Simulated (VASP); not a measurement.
# Al18H in VASP: further runs

Runs on Al18H. Level: PBEsol. Tasks: single point.

Program: VASP 6.6.1. These are calculated values, not measurements. Logs are shortened: lines on timing, memory, paths and dates and some standing lists are left out, and cuts for length are marked.

## Step 1: The cell of the first run

The cell holds a slab with vacuum, 19 atoms: a = 5.728 Å, b = 8.591 Å, c = 17.677 Å, α = 90.00°, β = 90.00°, γ = 60.00°.

## Step 2: Single point, PBEsol

INCAR

```
  PREC = Accurate
  ENCUT = 520
  EDIFF = 1E-6
  ISMEAR = -1
  SIGMA = 0.1
  LREAL = Auto
  LASPH = T
  NELM = 100
  ALGO = Normal
  ISIF = 2
  LWAVE = F
  LCHARG = T
  GGA = PS
  LELF = T
  LVHAR = T
  NBANDS = 42
```

KPOINTS

```
Automatic mesh
0
Gamma
  3 2 1
```

POSCAR

```
Al18H
1.0
    5.7275650000      0.0000000000      0.0000000000
    4.2956740000      7.4403250000      0.0000000000
    0.0000000000      0.0000000000     17.6765370000
Al H
18 1
Direct
    0.1666665958      0.1111111410      0.0565722234
    0.6666666831      0.1111111410      0.0565722234
    0.1666667458      0.4444444295      0.0565722234
    0.6666666585      0.4444444295      0.0565722234
    0.1666666204      0.7777778524      0.0565722234
    0.6666667077      0.7777778524      0.0565722234
   -0.1692870391      0.2253326300      0.1862273702
    0.3350504199      0.2210006955      0.1875740706
   -0.1632220393      0.5531806742      0.1848242673
    0.3309246032      0.5567696304      0.1877386957
   -0.1661404521      0.8894022775      0.1884976678
    0.3320574215      0.8890717811      0.1886896738
   -0.0140270112      0.0166375797      0.3181442723
    0.5009771679     -0.0013262862      0.3196307059
    0.0043409925      0.3307452295      0.3194650626
    0.4961836772      0.3352630429      0.3192552930
   -0.0073518751      0.6589057602      0.3175604475
    0.5188529549      0.6571206231      0.3170548055
    0.1658820066      0.7793033234      0.3581488275
```

Potentials or basis: VASP PAW PBE potentials, release 64 (Al, H).

The run is started by

```bash
cat potpaw_PBE.64/Al/POTCAR potpaw_PBE.64/H/POTCAR > POTCAR
mpirun -np 1 vasp_std > vasp.out
```

OUTCAR:

```text
PREC = Accurate
   ENCUT = 520
   EDIFF = 1E-6
   ISMEAR = -1
   LREAL = Auto
   LASPH = T
   NELM = 100
   ISIF = 2
   GGA = PS

 ion  position               nearest neighbor table
   1  0.167  0.111  0.057-   7 2.83   8 2.85  12 2.86   2 2.86   4 2.86   5 2.86   3 2.86   6 2.86
                             2 2.86
   2  0.667  0.111  0.057-   7 2.83   8 2.84  11 2.86   1 2.86   4 2.86   3 2.86   5 2.86   6 2.86
                             1 2.86
   3  0.167  0.444  0.057-   9 2.80  10 2.85   8 2.85   4 2.86   2 2.86   1 2.86   5 2.86   6 2.86
                             4 2.86
   4  0.667  0.444  0.057-   9 2.81   7 2.81  10 2.85   3 2.86   2 2.86   1 2.86   5 2.86   3 2.86
                             6 2.86
   5  0.167  0.778  0.057-  10 2.84  11 2.86  12 2.86   6 2.86   2 2.86   1 2.86   3 2.86   4 2.86
                             6 2.86
   6  0.667  0.778  0.057-   9 2.82  11 2.86   5 2.86   2 2.86   1 2.86   3 2.86   5 2.86   4 2.86
                            12 2.87
   7  0.831  0.225  0.186-  13 2.80   4 2.81   2 2.83   1 2.83   9 2.83  10 2.86   8 2.86   8 2.87
                            15 2.87  11 2.88  16 2.88  12 2.88
   8  0.335  0.221  0.188-   2 2.84   1 2.85   3 2.85  15 2.85  16 2.85  11 2.85   9 2.85   7 2.86
                            12 2.86  14 2.86   7 2.87  10 2.87
   9  0.837  0.553  0.185-   3 2.80   4 2.81   6 2.82  17 2.82  18 2.82   7 2.83  10 2.85   8 2.85
[... 4 lines left out ...]
                             6 2.86  12 2.88   7 2.88   9 2.88
  12  0.332  0.889  0.189-  14 2.84  18 2.85  11 2.85  10 2.86   5 2.86   8 2.86   1 2.86  13 2.86
                             6 2.87  11 2.88   7 2.88   9 2.89
  13  0.986  0.017  0.318-  19 1.90  15 2.75  16 2.77   7 2.80  11 2.86  14 2.86  12 2.86  14 2.88
                            17 3.05  18 3.07
  14  0.501  0.999  0.320-  12 2.84  11 2.85  15 2.85  13 2.86   8 2.86  17 2.87  13 2.88  16 2.88
                            18 2.88
  15  0.004  0.331  0.319-  13 2.75  17 2.79  18 2.79  16 2.84  14 2.85   8 2.85   7 2.87  16 2.89
                             9 2.90
  16  0.496  0.335  0.319-  13 2.77  18 2.83  17 2.83  15 2.84  10 2.85   8 2.85   7 2.88  14 2.88
                            15 2.89
  17  0.993  0.659  0.318-  19 1.90  18 2.72  15 2.79   9 2.82  16 2.83  10 2.84  11 2.86  14 2.87
                            18 3.01  13 3.05
  18  0.519  0.657  0.317-  19 1.90  17 2.72  15 2.79   9 2.82  16 2.83  10 2.84  12 2.85  14 2.88
                            17 3.01  13 3.07
  19  0.166  0.779  0.358-  18 1.90  17 1.90  13 1.90

  LATTYP: Found a simple monoclinic cell.
 ALAT       =     5.7275650000
 B/A-ratio  =     3.0862219809
 C/A-ratio  =     1.3228756151
 COS(beta)  =    -0.1889822093

  Lattice vectors:

 A1 = (   5.7275650000,   0.0000000000,   0.0000000000)
 A2 = (   0.0000000000,   0.0000000000, -17.6765370000)
 A3 = (  -1.4318910000,   7.4403250000,   0.0000000000)

Analysis of symmetry for initial positions (statically):
=====================================================================
 Subroutine PRICEL returns:
 Original cell was already a primitive cell.

 Routine SETGRP: Setting up the symmetry group for a
 simple monoclinic supercell.

 Subroutine GETGRP returns: Found  1 space group operations
 (whereof  1 operations were pure point group operations)
 out of a pool of  4 trial point group operations.

The static configuration has the point symmetry C_1 .

Analysis of symmetry for dynamics (positions and initial velocities):
=====================================================================
 Subroutine PRICEL returns:
 Original cell was already a primitive cell.

 Routine SETGRP: Setting up the symmetry group for a
 simple monoclinic supercell.

 Subroutine GETGRP returns: Found  1 space group operations
 (whereof  1 operations were pure point group operations)
 out of a pool of  4 trial point group operations.

The dynamic configuration has the point symmetry C_1 .

 Subroutine INISYM returns: Found  1 space group operations
 (whereof  1 operations are pure point group operations),
 and found     1 'primitive' translations

----------------------------------------------------------------------------------------

                                     Primitive cell

  volume of cell :     753.2847

  direct lattice vectors                    reciprocal lattice vectors
     5.727565000  0.000000000  0.000000000     0.174594265 -0.100802054  0.000000000
     4.295674000  7.440325000  0.000000000     0.000000000  0.134402731  0.000000000
     0.000000000  0.000000000 17.676537000     0.000000000  0.000000000  0.056572167

  length of vectors
     5.727565000  8.591347462 17.676537000     0.201604096  0.134402731  0.056572167

  position of ions in fractional coordinates (direct lattice)
     0.166666596  0.111111141  0.056572223
     0.666666683  0.111111141  0.056572223
     0.166666746  0.444444430  0.056572223
[... 50 lines left out ...]
   NGXF,Y,Z  is equivalent  to a cutoff of  27.86, 24.77, 26.33 a.u.
 SYSTEM =  unknown system
   PREC   = accura    normal or accurate (medium, high low for compatibility)
   ISTART =      0    job   : 0-new  1-cont  2-samecut
   ICHARG =      2    charge: 1-file 2-atom 10-const
   ISPIN  =      1    spin polarized calculation?
   LNONCOLLINEAR =      F non collinear calculations
   LSORBIT =      F    spin-orbit coupling
   LASPH  =      T    aspherical Exc in radial PAW
   ENCUT  =  520.0 eV  38.22 Ry    6.18 a.u.  10.65 15.97 32.87*2*pi/ulx,y,z
   NELM   =    100;   NELMIN=  2; NELMDL= -5     # of ELM steps
   EDIFF  = 0.1E-05   stopping-criterion for ELM
   LREAL  =      T    real-space projection
   EDIFFG = 0.1E-04   stopping-criterion for IOM
   NSW    =      0    number of steps for IOM
   IBRION =     -1    ionic relax: 0-MD 1-quasi-New 2-CG
   NFREE  =      0    steps in history (QN), initial steepest desc. (CG)
   ISIF   =      2    stress and relaxation
   ISYM   =      2    0-nonsym 1-usesym 2-fastsym
   POTIM  = 0.5000    time-step for ionic-motion
   TEBEG  =    0.0;   TEEND  =   0.0 temperature during run
   PSTRESS=    0.0 pullay stress
   NELECT =      55.0000    total number of electrons
   NUPDOWN=      -1.0000    fix difference up-down
   EMIN   =  10.00;   EMAX   =-10.00  energy-range for DOS
   EFERMI =   0.00;   METHOD = LEGACY
   ISMEAR =    -1;   SIGMA  =   0.10  broadening in eV -4-tet -1-fermi 0-gaus
   EFERMI_NEDOS =   21; number of points for ismear=-14 and -15
   IALGO  =     38    algorithm
   IMIX   =      4    mixing-type and parameters
     AMIX     =   0.40;   BMIX     =  1.00
     AMIX_MAG =   1.60;   BMIX_MAG =  1.00
  volume/ion in A,a.u.               =      39.65       267.55
  Fermi-wavevector in a.u.,A,eV,Ry     =   0.684241  1.293029  6.370061  0.468186
  Thomas-Fermi vector in A             =   1.763838
   LORBIT       =      0    0 simple, 1 ext, 2 COOP (PROOUT), +10 PAW based schemes
   GGA     = PS    functional components
   LHFCALC =     F    Hartree Fock is set to
   AEXX    =    0.0000 exact exchange contribution
   IVDW    =     0    specifies the selected vdW correction
   LEPSILON=     F    determine dielectric tensor
   LRPA    =     F    only Hartree local field effects (RPA)
 non-spin polarized calculation
  energy-cutoff  :      520.00
  volume of cell :      753.28
 maximum number of plane-waves:     20332
 NGX is ok and might be reduce to    42
   NGX = 21   NGY = 31   NGZ = 65

 number of electron      55.0000000 magnetization

 Free energy of the ion-electron system (eV)
  ---------------------------------------------------
  ext. energy  EPLUGINS =         0.00000000
  ---------------------------------------------------
  free energy    TOTEN  =       -72.43118086 eV

  energy without entropy =      -72.06957279  energy(sigma->0) =      -72.25037682

 E-fermi :   0.5849     XC(G=0):  -5.0420

 val. band max:        0.5655837467   @ k =   0.0000   0.0000   0.0000
 cond. band min:       0.6082245781   @ k =   0.0000   0.5000   0.0000
 fundamental gap:      0.0426408314
 Fermi energy:         0.5849286664

 k-point     1 :       0.0000    0.0000    0.0000
  band No.  band energies     occupation
      1      -9.8145      2.00000
      2      -8.2369      2.00000
      3      -7.2279      2.00000
      4      -7.1393      2.00000
      5      -6.1660      2.00000
      6      -5.4322      2.00000
[... 157 lines left out ...]
     38       3.0754      0.00000
     39       3.0843      0.00000
 [bands above 39 left out]

------------------------ aborting loop because EDIFF is reached ----------------------------------------

  FORCE on cell =-STRESS in cart. coord.  units (eV):
  Direction    XX          YY          ZZ          XY          YZ          ZX
  --------------------------------------------------------------------------------------
  -------------------------------------------------------------------------------------
  Total       -7.4159738     -7.4783635      0.0925720     -0.0256089     -0.0280175     -0.0088968
  in kB      -15.7731942    -15.9058923      0.1968933     -0.0544681     -0.0595910     -0.0189228
  external PRESSURE =     -10.4940644 kB  Pullay stress =       0.0000000 kB

 VOLUME and BASIS-vectors are now :
 -----------------------------------------------------------------------------
  energy-cutoff  :      520.00
  volume of cell :      753.28
      direct lattice vectors                 reciprocal lattice vectors
     5.727565000  0.000000000  0.000000000     0.174594265 -0.100802054  0.000000000
     4.295674000  7.440325000  0.000000000     0.000000000  0.134402731  0.000000000
     0.000000000  0.000000000 17.676537000     0.000000000  0.000000000  0.056572167

 POSITION                                       TOTAL-FORCE (eV/Angst)
 -----------------------------------------------------------------------------------
      1.43189      0.82670      1.00000         0.006588     -0.020802     -0.010982
      4.29567      0.82670      1.00000        -0.004237     -0.001070      0.028738
      2.86378      3.30681      1.00000        -0.004944     -0.014827     -0.062587
      5.72757      3.30681      1.00000         0.007985      0.006618     -0.082849
      4.29567      5.78692      1.00000        -0.002921      0.034147      0.094433
      7.15946      5.78692      1.00000         0.001562      0.006714      0.016090
[... 11 lines left out ...]
      5.79454      4.88919      5.60443        -0.013328     -0.000155      0.005067
      4.29773      5.79827      6.33083        -0.002200     -0.000939      0.004219
 -----------------------------------------------------------------------------------
    total drift:                               -0.007957     -0.000641     -0.010946

  FREE ENERGIE OF THE ION-ELECTRON SYSTEM (eV)
  ---------------------------------------------------
  free  energy   TOTEN  =       -72.4311808591 eV

  energy  without entropy=      -72.0695727852  energy(sigma->0) =      -72.25037682
```

Run time: 2.7 min. Hardware: 1 thread of Intel Xeon 6975P-C (Granite Rapids), shared host; peak memory 0.79 GiB.

What came out:

* Free energy: -72.4312 eV
* Largest force: 0.100 eV/Å
* Band gap on the k mesh: zero (an odd number of electrons rules out a gap without spin polarisation)

Forces on the atoms (eV/Å):
```
Al   0.007 -0.021 -0.011
Al  -0.004 -0.001  0.029
Al  -0.005 -0.015 -0.063
Al   0.008  0.007 -0.083
Al  -0.003  0.034  0.094
Al   0.002  0.007  0.016
Al  -0.012 -0.005 -0.002
Al   0.005  0.003  0.002
Al   0.001 -0.001 -0.001
Al  -0.001  0.007 -0.002
Al   0.003 -0.009 -0.006
Al   0.000  0.000  0.000
Al  -0.010 -0.012 -0.001
Al   0.008  0.006 -0.001
Al  -0.005 -0.014  0.005
Al   0.005  0.010  0.004
Al   0.017  0.004  0.009
Al  -0.013  0.000  0.005
H   -0.002 -0.001  0.004
```

Caveat: the k points lie up to 0.42 Å⁻¹ apart, too coarse for converged energies and pressures of a metal; the PAW data sets were made with another functional, which shifts forces and pressure a little.

## Step 3: Single point, PBEsol

INCAR

```
SYSTEM = Al18H
ALGO     = Normal         ! electronic algorithm
EDIFF    = 1E-6           ! SCF threshold, eV
ENCUT    = 520            ! plane-wave cutoff, eV
GGA      = PS             ! functional
ISIF     = 2              ! what is computed and relaxed
ISMEAR   = -1             ! smearing method
LASPH    = .TRUE.         ! aspherical terms in the spheres
LCHARG   = .FALSE.        ! write CHGCAR
LREAL    = Auto         
LWAVE    = .FALSE.        ! write WAVECAR
NBANDS   = 42             ! bands
NELM     = 100            ! most SCF steps
PREC     = Accurate       ! precision mode
SIGMA    = 0.1            ! smearing width, eV
```

KPOINTS

```
k-points
0
G
  3 2 1
  0 0 0
```

POSCAR

```
Al18H
1.0
    5.7275650000      0.0000000000      0.0000000000
    4.2956740000      7.4403250000      0.0000000000
    0.0000000000      0.0000000000     17.6765370000
Al H
18 1
Direct
    0.1666665958      0.1111111410      0.0565722234
    0.6666666831      0.1111111410      0.0565722234
    0.1666667458      0.4444444295      0.0565722234
    0.6666666585      0.4444444295      0.0565722234
    0.1666666204      0.7777778524      0.0565722234
    0.6666667077      0.7777778524      0.0565722234
   -0.1632220147      0.2198473857      0.1848242673
    0.3309247286      0.2234362074      0.1877386957
   -0.1661406021      0.5560689889      0.1884976678
    0.3320574461      0.5557384926      0.1886896738
   -0.1692869137      0.8919992070      0.1862273702
    0.3350503707      0.8876672726      0.1875740706
    0.0043408425     -0.0025880590      0.3194650626
    0.4961838026      0.0019296200      0.3192552930
   -0.0073519243      0.3255723372      0.3175604475
    0.5188529057      0.3237872002      0.3170548055
   -0.0140269866      0.6833042911      0.3181442723
    0.5009771925      0.6653404253      0.3196307059
    0.1658821320      0.4459699005      0.3581488275
```

Potentials or basis: VASP PAW PBE potentials, release 64 (Al, H).

The run is started by

```bash
cat potpaw_PBE.64/Al/POTCAR potpaw_PBE.64/H/POTCAR > POTCAR
mpirun -np 1 vasp_std > vasp.out
```

It took 2.6 min on 1 thread of Intel Xeon 6975P-C (Granite Rapids), shared host; peak memory 0.79 GiB.

Results (log left out):

* Free energy: -72.4313 eV
* Largest force: 0.099 eV/Å
* Band gap on the k mesh: zero (an odd number of electrons rules out a gap without spin polarisation)

Forces on the atoms (eV/Å):
```
Al  -0.004 -0.015 -0.063
Al   0.009  0.006 -0.084
Al  -0.004  0.032  0.094
Al   0.000  0.005  0.016
Al   0.006 -0.019 -0.012
Al  -0.004  0.001  0.027
Al  -0.001 -0.001 -0.001
Al  -0.003  0.007 -0.002
Al   0.005 -0.008 -0.006
Al   0.000  0.001  0.000
Al  -0.011 -0.004  0.001
Al   0.008  0.002  0.003
Al  -0.005 -0.014  0.004
Al   0.007  0.010  0.005
Al   0.015  0.006  0.010
Al  -0.011  0.000  0.007
Al  -0.011 -0.013 -0.001
Al   0.008  0.004 -0.001
H   -0.002 -0.001  0.003
```

Levels at points of the mesh, in eV from the Fermi level:
| k point | band 24 | band 25 | band 26 | band 27 | band 28 | band 29 | band 30 | band 31 |
| --- | --- | --- | --- | --- | --- | --- | --- | --- |
| (0.00, 0.00, 0.00) | -0.49 | -0.31 | -0.22 | -0.16 | -0.02 | 0.05 | 0.10 | 0.64 |
| (0.00, 0.50, 0.00) | -1.35 | -0.61 | -0.24 | -0.22 | -0.16 | -0.03 | 0.02 | 1.11 |

Caveat: the k points lie up to 0.42 Å⁻¹ apart, too coarse for converged energies and pressures of a metal; the PAW data sets were made with another functional, which shifts forces and pressure a little.

## Step 4: Single point, PBEsol

INCAR

```
SYSTEM = Al18H
ALGO     = Normal         ! electronic algorithm
EDIFF    = 1E-7           ! SCF threshold, eV
ENCUT    = 520            ! plane-wave cutoff, eV
GGA      = PS             ! functional
ISIF     = 2              ! what is computed and relaxed
ISMEAR   = -1             ! smearing method
LASPH    = .True.         ! aspherical terms in the spheres
LCHARG   = .True.         ! write CHGCAR
LELF     = .True.         ! ELF
LREAL    = Auto         
LVHAR    = .True.       
LWAVE    = .False.        ! write WAVECAR
NBANDS   = 42             ! bands
NELM     = 60             ! most SCF steps
PREC     = Accurate       ! precision mode
SIGMA    = 0.1            ! smearing width, eV
```

KPOINTS

```
k-points
0
Gamma
  3 2 1
  0 0 0
```

POSCAR

```
Al18H
1.0
    5.7275650000      0.0000000000      0.0000000000
    4.2956740000      7.4403250000      0.0000000000
    0.0000000000      0.0000000000     17.6765370000
Al H
18 1
Direct
    0.1666665958      0.1111111410      0.0565722234
    0.6666666831      0.1111111410      0.0565722234
    0.1666667458      0.4444444295      0.0565722234
    0.6666666585      0.4444444295      0.0565722234
    0.1666666204      0.7777778524      0.0565722234
    0.6666667077      0.7777778524      0.0565722234
   -0.1574001953      0.2227624465      0.1855851630
    0.3351791052      0.2267189941      0.1882226705
   -0.1575215551      0.5581990034      0.1884565399
    0.3406781784      0.5586675313      0.1889021023
   -0.1646493722      0.8959881457      0.1864296157
    0.3415309180      0.8910351362      0.1872535327
    0.0107441501     -0.0034878853      0.3194620077
    0.4977329703      0.0063952852      0.3198248616
   -0.0049039590      0.3294334589      0.3191897259
    0.5260928681      0.3221871356      0.3172369679
   -0.0103891062      0.6859164082      0.3177960706
    0.5139725767      0.6693987158      0.3191085448
    0.2160108996      0.4762650825      0.3653872362
```

The run is started by

```bash
cat potpaw_PBE.64/Al/POTCAR potpaw_PBE.64/H/POTCAR > POTCAR
mpirun -np 1 vasp_std > vasp.out
```

Wall time 2.9 min (1 thread of Intel Xeon 6975P-C (Granite Rapids), shared host); peak memory 0.79 GiB.

Results (log left out):

| Property | Result |
| --- | --- |
| Free energy | -72.3460 eV |
| Largest force | 0.235 eV/Å |
| Band gap on the k mesh | zero (an odd number of electrons rules out a gap without spin polarisation) |

Forces in eV/Å, atoms in the order of the input:
```
Al   0.012 -0.039 -0.073
Al   0.019  0.021 -0.063
Al   0.032  0.028  0.112
Al  -0.020  0.024  0.010
Al   0.059 -0.021  0.017
Al   0.001  0.036  0.010
Al   0.006  0.004 -0.006
Al   0.006  0.004  0.002
Al   0.002  0.001  0.003
Al   0.000  0.002  0.004
Al   0.004 -0.002 -0.003
Al   0.002  0.001  0.004
Al   0.006  0.010  0.002
Al   0.009  0.007 -0.002
Al   0.016  0.007  0.006
Al   0.024  0.015  0.001
Al   0.020  0.012  0.007
Al   0.004  0.007  0.002
H   -0.202 -0.116 -0.032
```

Levels at points of the mesh, in eV from the Fermi level:
| k point | band 24 | band 25 | band 26 | band 27 | band 28 | band 29 | band 30 | band 31 |
| --- | --- | --- | --- | --- | --- | --- | --- | --- |
| (0.00, 0.00, 0.00) | -0.49 | -0.32 | -0.23 | -0.14 | -0.04 | 0.07 | 0.11 | 0.61 |
| (0.00, 0.50, 0.00) | -1.34 | -0.66 | -0.24 | -0.20 | -0.16 | -0.04 | 0.02 | 1.07 |

Caveat: the k points lie up to 0.42 Å⁻¹ apart, too coarse for converged energies and pressures of a metal; the PAW data sets were made with another functional, which shifts forces and pressure a little.
